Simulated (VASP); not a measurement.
# SiC (Moissanite) (P6_3mc) in VASP: a series of runs, part 2 of 2

VASP 6.6.1. Earlier steps stand in the parts before.

## 5. Relaxation of cell and atoms, LDA

The input, INCAR:

```
  ALGO = Normal
  EDIFF = 1E-6
  EDIFFG = -0.01
  ENCUT = 600
  IBRION = 2
  ISIF = 3
  ISMEAR = -1
  LASPH = T
  LCHARG = F
  LREAL = F
  LWAVE = F
  NELM = 100
  NSW = 60
  PREC = Accurate
  SIGMA = 0.05
```

The input, KPOINTS:

```
k-points
0
Gamma
  10 10 5
```

The input, POSCAR:

```
SiC
1.0
    3.0760000000      0.0000000000      0.0000000000
   -1.5380000000      2.6638941420      0.0000000000
    0.0000000000      0.0000000000      5.0480000000
Si C
2 2
Direct
    0.6666666667      0.3333333333      0.5000000000
    0.3333333333      0.6666666667      0.0000000000
    0.6666666667      0.3333333333      0.8850000000
    0.3333333333      0.6666666667      0.3850000000
```

Potentials or basis: VASP PAW LDA potentials, release 64 (Si, C).

Launch:

```bash
$ cat potpaw_LDA.64/Si/POTCAR potpaw_LDA.64/C/POTCAR > POTCAR
$ mpirun -np 1 vasp_std > vasp.out
```

OUTCAR:

```text
EDIFF = 1E-6
   EDIFFG = -0.01
   ENCUT = 600
   IBRION = 2
   ISIF = 3
   ISMEAR = -1
   LASPH = T
   LREAL = F
   NELM = 100
   NSW = 60
   PREC = Accurate

 ion  position               nearest neighbor table
   1  0.667  0.333  0.500-   4 1.87   4 1.87   4 1.87   3 1.94   2 3.09   2 3.09   2 3.09   2 3.09
                             2 3.09   2 3.09
   2  0.333  0.667  0.000-   3 1.87   3 1.87   3 1.87   4 1.94   1 3.09   1 3.09   1 3.09   1 3.09
                             1 3.09   1 3.09
   3  0.667  0.333  0.885-   2 1.87   2 1.87   2 1.87   1 1.94
   4  0.333  0.667  0.385-   1 1.87   1 1.87   1 1.87   2 1.94

  LATTYP: Found a hexagonal cell.
 ALAT       =     3.0760000000
 C/A-ratio  =     1.6410923277

  Lattice vectors:

 A1 = (   3.0760000000,   0.0000000000,   0.0000000000)
 A2 = (  -1.5380000000,   2.6638941420,   0.0000000000)
 A3 = (   0.0000000000,   0.0000000000,   5.0480000000)

Analysis of symmetry for initial positions (statically):
=====================================================================
 Subroutine PRICEL returns:
 Original cell was already a primitive cell.

 Routine SETGRP: Setting up the symmetry group for a
 hexagonal supercell.

 Subroutine GETGRP returns: Found 12 space group operations
 (whereof  6 operations were pure point group operations)
 out of a pool of 24 trial point group operations.

The static configuration has the point symmetry C_3v.
 The point group associated with its full space group is C_6v.

Analysis of symmetry for dynamics (positions and initial velocities):
=====================================================================
 Subroutine PRICEL returns:
 Original cell was already a primitive cell.

 Routine SETGRP: Setting up the symmetry group for a
 hexagonal supercell.

 Subroutine GETGRP returns: Found 12 space group operations
 (whereof  6 operations were pure point group operations)
 out of a pool of 24 trial point group operations.

The dynamic configuration has the point symmetry C_3v.
 The point group associated with its full space group is C_6v.
[... 145 lines left out ...]

 Free energy of the ion-electron system (eV)
  ---------------------------------------------------
  ext. energy  EPLUGINS =         0.00000000
  ---------------------------------------------------
  free energy    TOTEN  =       -33.23638947 eV

  energy without entropy =      -33.23638947  energy(sigma->0) =      -33.23638947

------------------------ aborting loop because EDIFF is reached ----------------------------------------

  FORCE on cell =-STRESS in cart. coord.  units (eV):
  Direction    XX          YY          ZZ          XY          YZ          ZX
  --------------------------------------------------------------------------------------
  -------------------------------------------------------------------------------------
  Total       -0.5984818     -0.5984818     -1.6985796      0.0000000      0.0000000      0.0000000
  in kB      -23.1813578    -23.1813578    -65.7921128      0.0000000      0.0000000      0.0000000
  external PRESSURE =     -37.3849428 kB  Pullay stress =       0.0000000 kB
[... 215 lines left out ...]
--------------------------------------- Ionic step        7  -------------------------------------------

 number of electron      15.9999999 magnetization

 Free energy of the ion-electron system (eV)
  ---------------------------------------------------
  ext. energy  EPLUGINS =         0.00000000
  ---------------------------------------------------
  free energy    TOTEN  =       -33.28096917 eV

  energy without entropy =      -33.28096917  energy(sigma->0) =      -33.28096917

 E-fermi :   9.3620     XC(G=0): -11.6253

 val. band max:        8.4126784767   @ k =   0.0000   0.0000   0.0000
 cond. band min:      10.6932549679   @ k =   0.3000   0.3000   0.0000
 fundamental gap:      2.2805764912
 Fermi energy:         9.3619790862

 k-point     1 :       0.0000    0.0000    0.0000
  band No.  band energies     occupation
      1      -7.2055      2.00000
      2      -3.5232      2.00000
      3      -0.4041      2.00000
      4       7.0887      2.00000
      5       7.0887      2.00000
      6       8.2987      2.00000
      7       8.4127      2.00000
      8       8.4127      2.00000
      9      13.3242      0.00000
     10      14.8166      0.00000
     11      15.0711      0.00000
     12      15.0711      0.00000
[... 331 lines left out ...]
 k-point    24 :       0.4000    0.1000    0.2000
  band No.  band energies     occupation
      1      -3.7665      2.00000
      2      -2.1855      2.00000
      3       0.2331      2.00000
      4       1.7784      2.00000
      5       3.6721      2.00000
      6       4.6125      2.00000
      7       5.8902      2.00000
      8       6.3848      2.00000
      9      12.0129      0.00000
     10      12.4058      0.00000
     11      15.3760      0.00000
     12      15.7747      0.00000

 [... further k-points ...]

------------------------ aborting loop because EDIFF is reached ----------------------------------------

  FORCE on cell =-STRESS in cart. coord.  units (eV):
  Direction    XX          YY          ZZ          XY          YZ          ZX
  --------------------------------------------------------------------------------------
  -------------------------------------------------------------------------------------
  Total       -0.0380455     -0.0380455     -0.0395675      0.0000000      0.0000000      0.0000000
  in kB       -1.4995702     -1.4995702     -1.5595607      0.0000000      0.0000000      0.0000000
  external PRESSURE =      -1.5195671 kB  Pullay stress =       0.0000000 kB
[... 19 lines left out ...]
  FREE ENERGIE OF THE ION-ELECTRON SYSTEM (eV)
  ---------------------------------------------------
  free  energy   TOTEN  =       -33.2809691687 eV

  energy  without entropy=      -33.2809691686  energy(sigma->0) =      -33.28096917

 reached required accuracy - stopping structural energy minimisation
```

OSZICAR:

```text
N       E                     dE             d eps       ncg     rms          rms(c)
DAV:   1     0.362119475117E+02    0.36212E+02   -0.81256E+03  1008   0.134E+03
DAV:   2    -0.339555089073E+02   -0.70167E+02   -0.64355E+02  1440   0.197E+02
DAV:   3    -0.372979096433E+02   -0.33424E+01   -0.33241E+01  1320   0.434E+01
[... 49 lines left out ...]
       N       E                     dE             d eps       ncg     rms          rms(c)
DAV:   1    -0.332809956694E+02   -0.31613E-04   -0.10742E-03  1160   0.294E-01    0.383E-02
DAV:   2    -0.332809749126E+02    0.20757E-04   -0.41702E-05  1216   0.510E-02    0.189E-02
DAV:   3    -0.332809697486E+02    0.51640E-05   -0.10826E-05  1188   0.228E-02    0.386E-03
DAV:   4    -0.332809691687E+02    0.57996E-06   -0.10661E-06   644   0.734E-03
   7 F= -.33280969E+02 E0= -.33280969E+02  d E =-.497206E-05
```

Wall time 98 s (1 thread of Intel Xeon Platinum 8375C at 2.90GHz (Ice Lake), shared host); peak memory 0.16 GiB.

What came out:

```yaml
Free_energy: -33.2810 eV
Relaxed_volume: 10.16 Å³/atom
Relaxed_cell: a = 3.058 Å, b = 3.058 Å, c = 5.019 Å, α = 90.00°, β = 90.00°, γ = 120.00°
Space_group_after_relaxing_to_0.05_Å: P6_3mc (No. 186)
Energy_gained_by_relaxing: 11.1 meV/atom
Ionic_steps: 7
Pressure_after_relaxing: -0.2 GPa
Band_gap_on_the_k_mesh: 2.28 eV, indirect (least direct gap 3.91 eV)
```

The path:
| step | energy change (eV) | largest force (eV/Å) | pressure (GPa) | volume (Å³) |
| --- | --- | --- | --- | --- |
| 1 | 0.0000 | 0.7347 | -3.74 | 41.36 |
| 2 | -0.0074 | 0.6673 | 4.26 | 39.93 |
| 3 | -0.0419 | 0.0778 | 0.20 | 40.58 |
| 4 | -0.0419 | 0.0626 | 0.29 | 40.57 |
| 5 | -0.0445 | 0.0131 | 0.16 | 40.59 |
| 6 | -0.0446 | 0.0023 | 0.18 | 40.59 |
| 7 | -0.0446 | 0.0019 | -0.15 | 40.65 |

Final structure:
```cif
data_structure
_symmetry_space_group_name_H-M 'P 1'
_symmetry_Int_Tables_number 1
_cell_length_a 3.0581
_cell_length_b 3.0581
_cell_length_c 5.0190
_cell_angle_alpha 90.000
_cell_angle_beta 90.000
_cell_angle_gamma 120.000
_cell_volume 40.65
loop_
_atom_site_label
_atom_site_type_symbol
_atom_site_fract_x
_atom_site_fract_y
_atom_site_fract_z
_atom_site_occupancy
Si1 Si 0.66667 0.33333 0.50459 1
Si2 Si 0.33333 0.66667 0.00459 1
C1 C 0.66667 0.33333 0.88041 1
C2 C 0.33333 0.66667 0.38041 1
```

Levels at points of the mesh, in eV from the valence-band top:
```tsv
k point	band 4	band 5	band 6	band 7	band 8	band 9	band 10	band 11	band 12
(0.00, 0.00, 0.00)	-1.32	-1.32	-0.11	0.00	0.00	4.91	6.40	6.66	6.66
(0.50, 0.00, 0.00)	-6.32	-5.51	-3.36	-3.36	-1.20	2.71	4.16	6.94	7.10
```

A k mesh can miss the band edges. LDA usually gives volumes a few per cent too small.

## 6. Single point, PBEsol+D3(BJ)

This run uses another cell than the first one, of 10.16 Å³/atom, 0.983 times its volume.

The input, INCAR:

```
SYSTEM = SiC
PREC     = Accurate       ! precision mode
ENCUT    = 520            ! plane-wave cutoff, eV
EDIFF    = 1E-6           ! SCF threshold, eV
ISMEAR   = -1             ! smearing method
SIGMA    = 0.05           ! smearing width, eV
LREAL    = .FALSE.        ! projectors in reciprocal space
LASPH    = .TRUE.         ! aspherical terms in the spheres
NELM     = 80             ! most SCF steps
ALGO     = Normal         ! electronic algorithm
ISIF     = 2              ! what is computed and relaxed
LWAVE    = .FALSE.        ! write WAVECAR
LCHARG   = .TRUE.         ! write CHGCAR
GGA      = PS             ! functional
IVDW     = 12             ! dispersion correction
LELF     = .TRUE.         ! ELF
LVHAR    = .TRUE.       
NBANDS   = 16             ! bands
```

The input, KPOINTS:

```
regular mesh
0
G
  10 10 5
  0 0 0
```

The input, POSCAR:

```
SiC
1.0
    3.0586006031      0.0000000000      0.0000000000
   -1.5293003016      2.6488258223      0.0000000000
    0.0000000000      0.0000000000      5.0183964341
Si C
2 2
Direct
    0.6666666667      0.3333333333      0.5045958223
    0.3333333333      0.6666666667      0.0045958223
    0.6666666667      0.3333333333      0.8804041777
    0.3333333333      0.6666666667      0.3804041777
```

Potentials or basis: VASP PAW PBE potentials, release 64 (Si, C).

Launch:

```bash
$ cat potpaw_PBE.64/Si/POTCAR potpaw_PBE.64/C/POTCAR > POTCAR
$ mpirun -np 1 vasp_std > vasp.out
```

OUTCAR:

```text
SYSTEM = SiC
   PREC = Accurate
   ENCUT = 520
   EDIFF = 1E-6
   ISMEAR = -1
   LREAL = .FALSE.
   LASPH = .TRUE.
   NELM = 80
   ISIF = 2
   GGA = PS
   IVDW = 12
 IVDW          = 12

 ion  position               nearest neighbor table
   1  0.667  0.333  0.505-   4 1.87   4 1.87   4 1.87   3 1.89   2 3.07   2 3.07   2 3.07   2 3.07
                             2 3.07   2 3.07
   2  0.333  0.667  0.005-   3 1.87   3 1.87   3 1.87   4 1.89   1 3.07   1 3.07   1 3.07   1 3.07
                             1 3.07   1 3.07
   3  0.667  0.333  0.880-   2 1.87   2 1.87   2 1.87   1 1.89
   4  0.333  0.667  0.380-   1 1.87   1 1.87   1 1.87   2 1.89

  LATTYP: Found a hexagonal cell.
 ALAT       =     3.0586006031
 C/A-ratio  =     1.6407491809

  Lattice vectors:

 A1 = (   3.0586006031,   0.0000000000,   0.0000000000)
 A2 = (  -1.5293003016,   2.6488258223,   0.0000000000)
 A3 = (   0.0000000000,   0.0000000000,   5.0183964341)

Analysis of symmetry for initial positions (statically):
=====================================================================
 Subroutine PRICEL returns:
 Original cell was already a primitive cell.

 Routine SETGRP: Setting up the symmetry group for a
 hexagonal supercell.

[... 177 lines left out ...]
 Fermi energy:         9.4264042062

 k-point     1 :       0.0000    0.0000    0.0000
  band No.  band energies     occupation
      1      -7.3230      2.00000
      2      -3.6519      2.00000
      3      -0.4573      2.00000
      4       7.0743      2.00000
      5       7.0743      2.00000
      6       8.2928      2.00000
[... 433 lines left out ...]
      3       0.1929      2.00000
      4       1.7264      2.00000
      5       3.6326      2.00000
      6       4.5826      2.00000
[... 8 lines left out ...]
     15      20.0001      0.00000
     16      21.4106      0.00000

 [... further k-points ...]

------------------------ aborting loop because EDIFF is reached ----------------------------------------

 Edisp (eV)   -0.98544

 E8    (eV) :    -0.5857

  FORCE on cell =-STRESS in cart. coord.  units (eV):
  Direction    XX          YY          ZZ          XY          YZ          ZX
  --------------------------------------------------------------------------------------
  -------------------------------------------------------------------------------------
  Total       0.09299     0.09299     0.09403    -0.00000     0.00000     0.00000
  in kB       3.66445     3.66445     3.70545    -0.00000     0.00000     0.00000
  external pressure =        3.68 kB  Pullay stress =        0.00 kB

 VOLUME and BASIS-vectors are now :
 -----------------------------------------------------------------------------
  energy-cutoff  :      520.00
  volume of cell :       40.66
      direct lattice vectors                 reciprocal lattice vectors
     3.058600603  0.000000000  0.000000000     0.326946905  0.188762883  0.000000000
    -1.529300302  2.648825822  0.000000000     0.000000000  0.377525767  0.000000000
     0.000000000  0.000000000  5.018396434     0.000000000  0.000000000  0.199266840

 POSITION                                       TOTAL-FORCE (eV/Angst)
 -----------------------------------------------------------------------------------
      1.52930      0.88294      2.53226         0.000000     -0.000000      0.001001
     -0.00000      1.76588      0.02306        -0.000000      0.000000      0.001001
      1.52930      0.88294      4.41822        -0.000000      0.000000     -0.001001
     -0.00000      1.76588      1.90902         0.000000     -0.000000     -0.001001
 -----------------------------------------------------------------------------------
    total drift:                               -0.000000      0.000000     -0.000118

  FREE ENERGIE OF THE ION-ELECTRON SYSTEM (eV)
  ---------------------------------------------------
  free  energy   TOTEN  =       -32.7971092965 eV

  energy  without entropy=      -32.7971092965  energy(sigma->0) =      -32.79710930
```

stdout:

```text
POSCAR found type information on POSCAR SiC
 POSCAR found :  2 types and       4 ions
 scaLAPACK will be used
 -----------------------------------------------------------------------------
|                                                                             |
|                                                                             |
|     You enforced a specific xc type in the INCAR file but a different       |
|     I HOPE YOU KNOW WHAT YOU ARE DOING!                                     |
|                                                                             |
 -----------------------------------------------------------------------------

 LDA part: xc-table for (Slater+PW92), standard interpolation
 POSCAR, INCAR and KPOINTS ok, starting setup
 FFT: planning ... GRIDC
 FFT: planning ... GRID_SOFT
 FFT: planning ... GRID
 WAVECAR not read
 entering main loop
```

Wall time 17 s (1 thread of AMD EPYC 9R45 (Zen 5), shared host); peak memory 0.15 GiB.

What came out:

| Quantity | Value |
| --- | --- |
| Free energy | -32.7971 eV |
| Pressure | 0.4 GPa |
| Band gap on the k mesh | 2.24 eV, indirect (least direct gap 3.88 eV) |
| Dispersion energy per atom | -0.246 eV |

Levels at points of the mesh, in eV from the valence-band top:
```csv
k point,band 4,band 5,band 6,band 7,band 8,band 9,band 10,band 11,band 12,band 13
"(0.00, 0.00, 0.00)",-1.33,-1.33,-0.11,0.00,0.00,4.88,6.33,6.69,6.69,7.83
"(0.50, 0.00, 0.00)",-6.35,-5.54,-3.39,-3.38,-1.20,2.68,4.14,6.93,7.11,10.16
```

Caveat: the PAW data sets were made with another functional, which shifts forces and pressure a little. A hybrid or GW would open this gap; PBEsol tends to underestimate it.

## 7. The runs side by side

| task | level | potentials or basis | cell | cutoff (eV) | gap on the mesh (eV) | pressure (GPa) | relaxed volume (Å³/atom) | largest force (eV/Å) |
| --- | --- | --- | --- | --- | --- | --- | --- | --- |
| relaxation of cell and atoms | RPBE+D3(BJ) | VASP PAW PBE potentials, release 64 (Si, C) | relaxed from a = 3.076, b = 3.076, c = 5.048 Å, angles 90.0, 90.0, 120.0°, 4 atoms | 600 | 2.36 | 0.1 | 9.59 | 0.01 |
| relaxation of cell and atoms | PBE exchange alone | VASP PAW PBE potentials, release 64 (Si, C) | relaxed from a = 3.076, b = 3.076, c = 5.048 Å, angles 90.0, 90.0, 120.0°, 4 atoms | 600 | 2.90 | 0.0 | 11.42 | - |
| single point | r2SCAN | VASP PAW PBE potentials, release 64 (Si, C) | a = 3.116, b = 3.116, c = 5.114 Å, angles 90.0, 90.0, 120.0°, 4 atoms | 520 | 2.91 | -8.3 | - | 0.71 |
| relaxation of cell and atoms | LDA | VASP PAW LDA potentials, release 64 (Si, C) | relaxed from a = 3.076, b = 3.076, c = 5.048 Å, angles 90.0, 90.0, 120.0°, 4 atoms | 600 | 2.28 | -0.2 | 10.16 | - |
| single point | PBEsol+D3(BJ) | VASP PAW PBE potentials, release 64 (Si, C) | a = 3.059, b = 3.059, c = 5.018 Å, angles 90.0, 90.0, 120.0°, 4 atoms | 520 | 2.24 | 0.4 | - | - |

Alike in all rows: no spin polarisation; k mesh 10 × 10 × 5; smearing fermi-dirac 0.05 eV.

Caveats: the PAW data sets were made with another functional, which shifts forces and pressure a little (some runs); the volume moved by +10 % from the deposited cell, more than functionals usually miss (some runs).

Absolute energies hang on the potentials; compare differences alone.
